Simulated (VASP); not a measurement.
# TiHg (P4/mmm) in VASP: further runs, part 2 of 2

VASP 6.6.1. The steps go on from the part before.

## 3. Relaxation of cell and atoms, LDA

This run uses another cell than the first one, of 18.29 Å³/atom, 1.060 times its volume.

File INCAR:

```
  ALGO = Normal
  EDIFF = 1E-7
  EDIFFG = -0.005
  ENCUT = 600
  GGA = CA
  IBRION = 2
  ISIF = 3
  ISMEAR = 0
  LASPH = True
  LCHARG = False
  LREAL = False
  LWAVE = False
  NELM = 100
  NSW = 100
  PREC = Accurate
  SIGMA = 0.1
```

File KPOINTS:

```
k-points
0
Gamma
  14 14 10
```

File POSCAR:

```
TiHg
1.0
    3.0090000000      0.0000000000      0.0000000000
    0.0000000000      3.0090000000      0.0000000000
    0.0000000000      0.0000000000      4.0410000000
Ti Hg
1 1
Direct
    0.5000000000      0.5000000000      0.5000000000
    0.0000000000      0.0000000000      0.0000000000
```

Potentials or basis: VASP PAW LDA potentials, release 64 (Ti_sv, Hg).

Run with:

```sh
cat potpaw_LDA.64/Ti_sv/POTCAR potpaw_LDA.64/Hg/POTCAR > POTCAR
mpirun -np 1 vasp_std > vasp.out
```

Wall time 6.9 min (1 thread of AMD EPYC 9R45 (Zen 5), shared host); peak memory 0.27 GiB.

The run converged. Its results:

* Free energy: -9.8471 eV
* Relaxed volume: 17.42 Å³/atom
* Relaxed cell: a = 2.939 Å, b = 2.939 Å, c = 4.033 Å, α = 90.00°, β = 90.00°, γ = 90.00°
* Space group after relaxing (to 0.05 Å): P4/mmm (No. 123)
* Energy gained by relaxing: 17.7 meV/atom
* Ionic steps: 10
* Pressure after relaxing: 0.0 GPa
* Band gap on the k mesh: zero (band 12 reaches 7.51 eV, above the bottom of band 13 at 6.26 eV)

The path:
| step | energy change (eV) | largest force (eV/Å) | pressure (GPa) | volume (Å³) |
| --- | --- | --- | --- | --- |
| 1 | 0.0000 | 0.0000 | -5.85 | 36.59 |
| 2 | 0.0042 | 0.0000 | 7.62 | 33.16 |
| 3 | -0.0336 | 0.0000 | -0.01 | 34.86 |
| 4 | -0.0336 | 0.0000 | 0.12 | 34.82 |
| 5 | -0.0346 | 0.0000 | 0.13 | 34.82 |
| 6 | -0.0354 | 0.0000 | 0.12 | 34.80 |
| 7 | -0.0353 | 0.0000 | 0.13 | 34.80 |
| 8 | -0.0353 | 0.0000 | 0.12 | 34.80 |
| 9 | -0.0353 | 0.0000 | -0.21 | 34.89 |
| 10 | -0.0354 | 0.0000 | -0.01 | 34.83 |

Final structure:
```yaml
crystal:
  lattice:
    - [2.93867, 0.00000, 0.00000]
    - [0.00000, 2.93867, 0.00000]
    - [0.00000, 0.00000, 4.03345]
  atoms:
    - { symbol: Ti, position: [0.50000, 0.50000, 0.50000] }
    - { symbol: Hg, position: [0.00000, 0.00000, 0.00000] }
```

Levels at points of the mesh, in eV from the Fermi level:
| k point | band 9 | band 10 | band 11 | band 12 | band 13 | band 14 | band 15 | band 16 |
| --- | --- | --- | --- | --- | --- | --- | --- | --- |
| (0.00, 0.00, 0.00) | -7.13 | -6.57 | -0.52 | -0.37 | 1.05 | 2.10 | 2.10 | 2.67 |
| (0.50, 0.00, 0.00) | -6.92 | -3.91 | -3.34 | -1.24 | -0.48 | 1.25 | 1.88 | 3.88 |
| (0.50, 0.50, 0.00) | -5.77 | -2.05 | 0.39 | 0.39 | 1.25 | 1.25 | 1.54 | 3.49 |
| (0.00, 0.00, 0.50) | -6.64 | -6.56 | -4.82 | -0.81 | 0.62 | 1.32 | 1.32 | 2.61 |
| (0.50, 0.00, 0.50) | -7.06 | -3.56 | -1.86 | -0.71 | -0.29 | 1.73 | 2.07 | 2.13 |
| (0.50, 0.50, 0.50) | -5.77 | -2.23 | -1.80 | -1.80 | 1.64 | 1.64 | 3.49 | 5.93 |

Caveat: spin-orbit coupling is left out, which moves the levels of the heavy elements. Zero-point motion and thermal expansion aren't in these numbers.

## 4. Single point, LDA

File INCAR:

```
SYSTEM = TiHg
ALGO = Normal ; EDIFF = 1E-6
ENCUT = 500 ; GGA_COMPAT = .FALSE.
ISIF = 2 ; ISMEAR = 0
LASPH = .TRUE. ; LCHARG = .TRUE.
LELF = .TRUE. ; LREAL = .FALSE.
LVHAR = .TRUE. ; LWAVE = .FALSE.
NBANDS = 23 ; NELM = 120
PREC = Accurate ; SIGMA = 0.1
```

File KPOINTS:

```
k-points
0
G
  14 14 10
  0 0 0
```

File POSCAR:

```
TiHg
1.0
    2.9286546744      0.0000000000      0.0000000000
    0.0000000000      2.9286546744      0.0000000000
    0.0000000000      0.0000000000      4.0258925463
Ti Hg
1 1
Direct
    0.5000000000      0.5000000000      0.5000000000
    0.0000000000      0.0000000000      0.0000000000
```

Potentials or basis: VASP PAW LDA potentials, release 64 (Ti_sv, Hg_sv_GW).

Run with:

```sh
cat potpaw_LDA.64/Ti_sv/POTCAR potpaw_LDA.64/Hg_sv_GW/POTCAR > POTCAR
mpirun -np 1 vasp_std > vasp.out
```

OUTCAR:

```text
SYSTEM = TiHg
   EDIFF = 1E-6
   ENCUT = 500
   ISIF = 2
   ISMEAR = 0
   LASPH = .TRUE.
   LREAL = .FALSE.
   NELM = 120
   PREC = Accurate

 ion  position               nearest neighbor table
   1  0.500  0.500  0.500-   2 2.89   2 2.89   2 2.89   2 2.89   2 2.89   2 2.89   2 2.89   2 2.89

   2  0.000  0.000  0.000-   1 2.89   1 2.89   1 2.89   1 2.89   1 2.89   1 2.89   1 2.89   1 2.89

  LATTYP: Found a simple tetragonal cell.
 ALAT       =     2.9286546744
 C/A-ratio  =     1.3746559407

  Lattice vectors:

 A1 = (   2.9286546744,   0.0000000000,   0.0000000000)
 A2 = (   0.0000000000,   2.9286546744,   0.0000000000)
 A3 = (   0.0000000000,   0.0000000000,   4.0258925463)

Analysis of symmetry for initial positions (statically):
=====================================================================
 Subroutine PRICEL returns:
 Original cell was already a primitive cell.

 Routine SETGRP: Setting up the symmetry group for a
 simple tetragonal supercell.

 Subroutine GETGRP returns: Found 16 space group operations
 (whereof 16 operations were pure point group operations)
 out of a pool of 16 trial point group operations.

The static configuration has the point symmetry D_4h.

Analysis of symmetry for dynamics (positions and initial velocities):
=====================================================================
 Subroutine PRICEL returns:
 Original cell was already a primitive cell.

 Routine SETGRP: Setting up the symmetry group for a
 simple tetragonal supercell.

 Subroutine GETGRP returns: Found 16 space group operations
 (whereof 16 operations were pure point group operations)
 out of a pool of 16 trial point group operations.

The dynamic configuration has the point symmetry D_4h.

 Subroutine INISYM returns: Found 16 space group operations
 (whereof 16 operations are pure point group operations),
 and found     1 'primitive' translations

[... 106 lines left out ...]
   NUPDOWN=      -1.0000    fix difference up-down
   EMIN   =  10.00;   EMAX   =-10.00  energy-range for DOS
   EFERMI =   0.00;   METHOD = LEGACY
   ISMEAR =     0;   SIGMA  =   0.10  broadening in eV -4-tet -1-fermi 0-gaus
   EFERMI_NEDOS =   21; number of points for ismear=-14 and -15
   IALGO  =     38    algorithm
   IMIX   =      4    mixing-type and parameters
     AMIX     =   0.40;   BMIX     =  1.00
     AMIX_MAG =   1.60;   BMIX_MAG =  1.00
  volume/ion in A,a.u.               =      17.27       116.51
  Fermi-wavevector in a.u.,A,eV,Ry     =   1.596095  3.016182 34.661090  2.547518
  Thomas-Fermi vector in A             =   2.693911
   LORBIT       =      0    0 simple, 1 ext, 2 COOP (PROOUT), +10 PAW based schemes
   GGA     = CA    functional components
   LHFCALC =     F    Hartree Fock is set to
   AEXX    =    0.0000 exact exchange contribution
   IVDW    =     0    specifies the selected vdW correction
   LEPSILON=     F    determine dielectric tensor
   LRPA    =     F    only Hartree local field effects (RPA)
 non-spin polarized calculation
 Gauss-broadening in eV      SIGMA  =   0.10
  energy-cutoff  :      500.00
  volume of cell :       34.53
 maximum number of plane-waves:       898
 NGX is ok and might be reduce to    24
   NGX = 11   NGY = 11   NGZ = 15

 number of electron      32.0000007 magnetization

 Free energy of the ion-electron system (eV)
  ---------------------------------------------------
  ext. energy  EPLUGINS =         0.00000000
  ---------------------------------------------------
  free energy    TOTEN  =        -9.86765347 eV

  energy without entropy =       -9.85507349  energy(sigma->0) =       -9.86136348

 E-fermi :   8.9729     XC(G=0): -12.7397

 val. band max:        8.9720975008   @ k =   0.2857   0.0714   0.1000
 cond. band min:       8.9788007363   @ k =   0.3571   0.1429   0.1000
 fundamental gap:      0.0067032355
 Fermi energy:         8.9728692891

 k-point     1 :       0.0000    0.0000    0.0000
  band No.  band energies     occupation
      1    -106.2566      2.00000
      2     -54.8482      2.00000
      3     -54.8229      2.00000
      4     -54.8229      2.00000
      5     -47.2774      2.00000
      6     -24.0794      2.00000
[... 613 lines left out ...]
     22      16.4340      0.00000
     23      18.4456      0.00000

 [... further k-points ...]
[... 5 lines left out ...]
  --------------------------------------------------------------------------------------
  -------------------------------------------------------------------------------------
  Total       -0.0909529     -0.0909529     -0.0681995      0.0000000      0.0000000      0.0000000
  in kB       -4.2201552     -4.2201552     -3.1644129      0.0000000      0.0000000      0.0000000
  external PRESSURE =      -3.8682411 kB  Pullay stress =       0.0000000 kB

 VOLUME and BASIS-vectors are now :
 -----------------------------------------------------------------------------
  energy-cutoff  :      500.00
  volume of cell :       34.53
      direct lattice vectors                 reciprocal lattice vectors
     2.928654674  0.000000000  0.000000000     0.341453709  0.000000000  0.000000000
     0.000000000  2.928654674  0.000000000     0.000000000  0.341453709  0.000000000
     0.000000000  0.000000000  4.025892546     0.000000000  0.000000000  0.248392124

 POSITION                                       TOTAL-FORCE (eV/Angst)
 -----------------------------------------------------------------------------------
      1.46433      1.46433      2.01295         0.000000      0.000000      0.000000
      0.00000      0.00000      0.00000         0.000000      0.000000      0.000000
 -----------------------------------------------------------------------------------
    total drift:                                0.000000      0.000000     -0.000000

  FREE ENERGIE OF THE ION-ELECTRON SYSTEM (eV)
  ---------------------------------------------------
  free  energy   TOTEN  =        -9.8676534660 eV

  energy  without entropy=       -9.8550734855  energy(sigma->0) =       -9.86136348
```

stdout:

```text
POSCAR found type information on POSCAR TiHg
 POSCAR found :  2 types and       2 ions
 scaLAPACK will be used
 LDA part: xc-table for (Slater(with rela. corr.)+CA(PZ))
 , standard interpolation
 POSCAR, INCAR and KPOINTS ok, starting setup
 FFT: planning ... GRIDC
 FFT: planning ... GRID_SOFT
 FFT: planning ... GRID
 WAVECAR not read
 entering main loop
```

Wall time 2.2 min (1 thread of Intel Xeon Platinum 8375C at 2.90GHz (Ice Lake), shared host); peak memory 0.3 GiB.

What came out:

- Free energy: -9.8677 eV
- Pressure: -0.4 GPa
- Band gap on the k mesh: zero (band 16 reaches 9.75 eV, above the bottom of band 17 at 8.46 eV)

Levels at points of the mesh, in eV from the Fermi level:
```csv
k point,band 12,band 13,band 14,band 15,band 16,band 17,band 18,band 19,band 20,band 21
"(0.00, 0.00, 0.00)",-7.14,-7.14,-6.57,-0.53,-0.36,1.03,2.13,2.13,2.71,7.77
"(0.50, 0.00, 0.00)",-7.36,-6.92,-3.93,-3.31,-1.26,-0.51,1.25,1.89,3.93,8.22
"(0.50, 0.50, 0.00)",-7.66,-5.76,-2.03,0.40,0.40,1.28,1.28,1.58,3.54,4.68
"(0.00, 0.00, 0.50)",-7.07,-6.66,-6.56,-4.84,-0.84,0.60,1.32,1.32,2.64,12.63
"(0.50, 0.00, 0.50)",-7.08,-7.07,-3.55,-1.87,-0.71,-0.29,1.75,2.10,2.16,3.88
"(0.50, 0.50, 0.50)",-6.84,-5.76,-2.26,-1.82,-1.82,1.63,1.71,3.54,5.94,5.94
```

Caveat: spin-orbit coupling is left out, which moves the levels of the heavy elements.

## 5. Summary

| task | potentials or basis | cell | cutoff (eV) | second run | gap on the mesh (eV) | pressure (GPa) |
| --- | --- | --- | --- | --- | --- | --- |
| single point | VASP PAW LDA potentials, release 64 (Ti_sv, Hg) | a = 2.929, b = 2.929, c = 4.026 Å, 2 atoms | 520 | - | none | 1.1 |
| relaxation of cell and atoms | VASP PAW LDA potentials, release 64 (Ti_sv, Hg) | relaxed from a = 3.009, b = 3.009, c = 4.041 Å, 2 atoms | 600 | - | none | 0.0 |
| single point | VASP PAW LDA potentials, release 64 (Ti_sv, Hg_sv_GW) | a = 2.929, b = 2.929, c = 4.026 Å, 2 atoms | 500 | valence_matched | none | -0.4 |

Alike in all rows: level LDA; no spin polarisation; k mesh 14 × 14 × 10; smearing gaussian 0.1 eV.

Caveats: spin-orbit coupling is left out, which moves the levels of the heavy elements.

Absolute energies hang on the potentials; compare differences alone.
